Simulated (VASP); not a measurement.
Write the native input for VASP 6.6.1 that does the following.

| Property | Result |
| --- | --- |
| Task | single point |
| Functional | PBE |
| Dispersion | D3(BJ) |
| Potentials or basis | VASP PAW PBE potentials, release 64 (Si, O) |
| Cutoff | 520 eV |
| k mesh | 7 × 4 × 1 |
| Occupations | gaussian, width 0.05 eV |
| Spin | collinear spin, ferromagnetic start |
| Starting moments | [0.0, 0.0, 0.0, 0.0, 0.0, 0.0, 0.0, 0.0, 2.0] μB |
| Dipole correction | yes |
| Further INCAR settings | ALGO = Normal; EDIFF = 1e-06; NBANDS = 33 |

The structure of Si8O lies in POSCAR:

```
Si8O
1.0
    3.8155170209      0.0000000000      0.0000000000
    0.0000000000      6.3129357835      0.0000000000
    0.0000000000      0.0000000000     21.3318711348
Si O
8 1
Direct
    0.0000000000      0.9369021389      0.1875128522
    0.0000000000      0.5630978611      0.1875128522
    0.5000000000      0.4369021389      0.2391466205
    0.5000000000      0.0630978611      0.2391466205
    0.5000000000      0.9332664455      0.3430438269
    0.5000000000      0.5667335545      0.3430438269
    0.0000000000      0.4266292811      0.3858954089
    0.0000000000      0.0733707189      0.3858954089
    0.0000000000      0.4266292811      0.4890274777
```

One way to write it, as run:

INCAR

```
  PREC = Accurate
  ENCUT = 520
  EDIFF = 1E-6
  ISMEAR = 0
  SIGMA = 0.05
  LREAL = False
  LASPH = True
  NELM = 150
  ALGO = Normal
  ISIF = 2
  LWAVE = False
  LCHARG = True
  ISPIN = 2
  MAGMOM = 0 0 0 0 0 0 0 0 2
  LORBIT = 11
  LDIPOL = True
  IDIPOL = 3
  DIPOL = 0.5 0.5 0.311
  GGA = PE
  IVDW = 12
  LELF = True
  LVHAR = True
  LVACPOTAV = True
  NBANDS = 33
```

KPOINTS

```
regular mesh
0
Gamma
  7 4 1
```

Potentials or basis: VASP PAW PBE potentials, release 64 (Si, O).

Run with:

```bash
$ cat potpaw_PBE.64/Si/POTCAR potpaw_PBE.64/O/POTCAR > POTCAR
$ mpirun -np 1 vasp_std > vasp.out
```

Results of the run:

- Largest force: 3.753 eV/Å
- Net moment: -0.76 μB per cell
- Site moments: Si +0.02, -0.03, -0.00, +0.01, -0.01, +0.04; O -0.76 μB
- Valence electrons inside the program's atomic spheres: Si 1.64, 1.67, 1.71, 1.72, 1.63, 1.68; O 4.67
- Dispersion energy per atom: -0.233 eV

Wall time 32 min on 1 thread of AMD EPYC 7R43 64-Core Processor (Zen 3), with other jobs on the host, peak memory 0.79 GiB.
